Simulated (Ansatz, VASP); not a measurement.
Pd: VASP beside Ansatz

INCAR

```
ALGO     = Normal         # electronic algorithm
EDIFF    = 1E-6           # SCF threshold, eV
ENCUT    = 520            # plane-wave cutoff, eV
GGA      = PS             # functional
ISIF     = 2              # what is computed and relaxed
ISMEAR   = -1             # smearing method
LASPH    = True           # aspherical terms in the spheres
LCHARG   = False          # write CHGCAR
LREAL    = False          # projectors in reciprocal space
LWAVE    = False          # write WAVECAR
NBANDS   = 28             # bands
NELM     = 80             # most SCF steps
PREC     = Accurate       # precision mode
SIGMA    = 0.05           # smearing width, eV
```

KPOINTS

```
k-points
0
Gamma
  11 11 3
```

POSCAR

```
Pd
1.0
    2.7808573127      0.0000000000      0.0000000000
   -1.3904286564      2.4082930771      0.0000000000
    0.0000000000      0.0000000000      9.1787825657
Pd
4
Direct
    0.6666666667      0.3333333333      0.7500000000
    0.0000000000      0.0000000000      0.5000000000
    0.3333333333      0.6666666667      0.2500000000
    0.0000000000      0.0000000000      0.0000000000
```

input.yaml

```yaml
crystal:
  lattice:
    - [2.7808573127, 0.0, 0.0]
    - [-1.3904286564, 2.4082930771, 0.0]
    - [0.0, 0.0, 9.1787825657]
  atoms:
    - { symbol: Pd, position: [0.6666666667, 0.3333333333, 0.75] }
    - { symbol: Pd, position: [0.0, 0.0, 0.5] }
    - { symbol: Pd, position: [0.3333333333, 0.6666666667, 0.25] }
    - { symbol: Pd, position: [0.0, 0.0, 0.0] }
kpoints:
  mp_grid: { grid: [11, 11, 3] }
scf:
  occupations: { method: fermi_dirac, width: 0.05 }
hamiltonian:
  xc: pbesol
  pseudopotentials: { kind: all_electron, lapw: { basis_error: 0.001 } }
output:
  forces: true
  stress: true
  eigenvalues: true
```

Change from the starting cell: volume scaled by 1.02.

Alike in both runs: task single point; functional PBEsol; k mesh 11 × 11 × 3; occupations fermi-dirac, width 0.05 eV; no spin polarisation.

```csv
,VASP,Ansatz
version,VASP 6.6.1,Ansatz 0.2.0
potentials or method,"VASP PAW PBE potentials, release 64 (Pd), cutoff 520 eV","all-electron LAPW, scalar-relativistic"
```

VASP gave:

| Quantity | Value |
| --- | --- |
| gap on the k mesh at the Fermi level (eV) | none |
| pressure (GPa) | -9.4 |
| traceless stress, the component that is largest in VASP (GPa) | -0.21 |

**Question.** What did Ansatz give for the same quantities?

**Answer.** gap on the k mesh at the Fermi level (eV): none; pressure (GPa): -9.2; traceless stress, the component that is largest in VASP (GPa): -0.17.

VASP's potentials were made for PBE, not for PBEsol. A gap of «none» marks a metal or a gap that the smearing closes. Ansatz ran all-electron here, and VASP with PAW potentials.
